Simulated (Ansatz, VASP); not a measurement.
**Mg: VASP beside Ansatz**

```
Mg
1.0
    -1.50603    1.47650    1.47650
     1.47650   -1.50603    1.47650
     1.47650    1.47650   -1.50603
Mg
1
Direct
  0.00000 0.00000 0.00000
```

Change from the starting cell: equal xy, yz and zx shear strains of -2 %.

Alike in both runs: task single point; functional PBE; k mesh 16 × 16 × 16; occupations fermi-dirac, width 0.05 eV; no spin polarisation.

|  | VASP | Ansatz |
| --- | --- | --- |
| version | VASP 6.6.1 | Ansatz 0.2.0 |
| potentials or method | VASP PAW PBE potentials, release 64 (Mg), cutoff 520 eV | all-electron LAPW, scalar-relativistic |

|  | VASP | Ansatz | Ansatz less VASP |
| --- | --- | --- | --- |
| pressure (GPa) | 63.6 | 62.7 | -0.91 |
| traceless stress, the component that is largest in VASP (GPa) | 2.60 | 2.57 | -0.028 |

Both programs put the cell under a high pressure, so it lies far from rest at this level. Ansatz ran all-electron here, and VASP with PAW potentials.

Noted on VASP's run: the cell as given lies far from equilibrium.
